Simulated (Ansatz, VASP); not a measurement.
# MgO: VASP beside Ansatz

```
CELL_PARAMETERS angstrom
0.00000 2.29342 2.29342
2.29342 0.00000 2.29342
2.29342 2.29342 0.00000
ATOMIC_POSITIONS crystal
Mg 0.00000 0.00000 0.00000
O 0.25000 0.25000 0.25000
```

Change from the starting cell: hydrostatic strain +0.5%.

Alike in both runs: task single point; functional HSE06; k mesh 6 × 6 × 6; no spin polarisation.

```csv
,VASP,Ansatz
version,VASP 6.6.1,Ansatz 0.2.0
potentials or method,"VASP PAW PBE potentials, release 64 (Mg, O)","plane waves, PAW"
plane-wave cutoff (eV),520,420
occupations,"gaussian, width 0.01 eV",fixed
valence electrons in the cell,8,16
```

|  | VASP | Ansatz | Ansatz less VASP |
| --- | --- | --- | --- |
| gap on the k mesh at the Fermi level (eV) | 5.15 | 5.17 | +0.028 |
| pressure (GPa) | -2.0 | -1.9 | +0.10 |

VASP's potentials hold 8 valence electrons a cell and Ansatz's 16, so a difference there can come from the potentials and not from the codes. Ansatz's warnings: stress exchange threshold loose, stress scf threshold loose.
